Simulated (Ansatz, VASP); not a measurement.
# MgO: VASP beside Ansatz

File INCAR:

```
SYSTEM = MgO
PREC = Accurate ; ENCUT = 600
EDIFF = 1E-7 ; ISMEAR = 0
SIGMA = 0.01 ; LREAL = .False.
LASPH = .True. ; NELM = 100
ALGO = Normal ; ISIF = 3
LWAVE = .False. ; LCHARG = .False.
IBRION = 2 ; NSW = 80
EDIFFG = -0.01
```

KPOINTS

```
Automatic mesh
0
Gamma
  6 6 4
  0 0 0
```

File POSCAR:

```
MgO
1.0
    3.4863778600      0.0000000000      0.0000000000
   -1.7431889300      3.0192918000      0.0000000000
    0.0000000000      0.0000000000      4.1780412200
Mg O
2 2
Direct
    0.6666666667      0.3333333333      0.7500000000
    0.3333333333      0.6666666667      0.2500000000
    0.6666666667      0.3333333333      0.2500000000
    0.3333333333      0.6666666667      0.7500000000
```

Input for Ansatz:

```yaml
crystal:
  lattice:
    - [3.48637786, 0.0, 0.0]
    - [-1.74318893, 3.0192918, 0.0]
    - [0.0, 0.0, 4.17804122]
  atoms:
    - { symbol: Mg, position: [0.6666666666666666, 0.3333333333333333, 0.75] }
    - { symbol: Mg, position: [0.3333333333333333, 0.6666666666666666, 0.25] }
    - { symbol: O, position: [0.6666666666666666, 0.3333333333333333, 0.25] }
    - { symbol: O, position: [0.3333333333333333, 0.6666666666666666, 0.75] }
kpoints:
  mp_grid:
    grid: [6, 6, 4]
hamiltonian:
  xc: lda
  dispersion: none
scf:
  occupations:
    method: fixed
relax:
  cell: {}
```

Alike in both runs: task relaxation of cell and atoms; functional LDA; k mesh 6 × 6 × 4; no spin polarisation.

```csv
,VASP,Ansatz
version,VASP 6.6.1,Ansatz 0.2.0
potentials or method,"VASP PAW LDA potentials, release 64 (Mg, O)","plane waves, PAW"
plane-wave cutoff (eV),600,420
occupations,"gaussian, width 0.01 eV",fixed
valence electrons in the cell,16,32
```

|  | VASP | Ansatz | Ansatz less VASP |
| --- | --- | --- | --- |
| relaxed volume (Å³/atom) | 10.53 | 10.67 | +0.137 |
| relaxed cell length with the largest relative difference (Å) | 3.435 | 3.451 | +0.0163 |

LDA's correlation is that of Perdew and Zunger in VASP and of Perdew and Wang (1992) in Ansatz. VASP's potentials hold 16 valence electrons a cell and Ansatz's 32, so a difference there can come from the potentials and not from the codes.
